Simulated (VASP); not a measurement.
Write the native input for VASP 6.6.1 that does the following.

| Property | Result |
| --- | --- |
| Task | single point |
| Functional | PBE |
| Dispersion | D4 |
| Potentials or basis | VASP PAW PBE potentials, release 64 (Fe) |
| Cutoff | 520 eV |
| k mesh | 13 × 13 × 13 |
| Occupations | fermi-dirac, width 0.05 eV |
| Spin | collinear spin, ferromagnetic start |
| Starting moments | [3.0] μB |
| Dipole correction | no |
| Further INCAR settings | ALGO = Normal; EDIFF = 1e-06; NBANDS = 14 |

The structure of Fe lies in POSCAR:

```
Fe
1.0
   -1.4026494608      1.4026494608      1.4026494608
    1.4026494608     -1.4026494608      1.4026494608
    1.4026494608      1.4026494608     -1.4026494608
Fe
1
Direct
    0.0000000000      0.0000000000      0.0000000000
```

One way to write it, as run:

INCAR

```
SYSTEM = Fe
PREC = Accurate
ENCUT = 520
EDIFF = 1E-6
ISMEAR = -1
SIGMA = 0.05
LREAL = .False.
LASPH = .True.
NELM = 150
ALGO = Normal
ISIF = 2
LWAVE = .False.
LCHARG = .False.
ISPIN = 2
MAGMOM = 3
LORBIT = 11
LMAXMIX = 4
GGA = PE
IVDW = 13
NBANDS = 14
```

KPOINTS

```
Automatic mesh
0
Gamma
  13 13 13
  0 0 0
```

Potentials or basis: VASP PAW PBE potentials, release 64 (Fe).

The run is started by

```sh
$ cat potpaw_PBE.64/Fe/POTCAR > POTCAR
$ mpirun -np 1 vasp_std > vasp.out
```

Results of the run:

```yaml
Pressure: -0.1 GPa
Net_moment: 2.10 μB per cell
Site_moments: Fe +2.09 μB
Valence_electrons_inside_the_program's_atomic_spheres: Fe 7.33
Dispersion_energy_per_atom: -0.363 eV
```

Caveat: pairwise dispersion overbinds metals, which lowers pressure and volume.

Run time: 30 s on 1 thread of Intel(R) Xeon(R) Platinum 8259CL CPU @ 2.50GHz (Skylake/Cascade Lake), with other jobs on the host, peak memory 0.13 GiB.
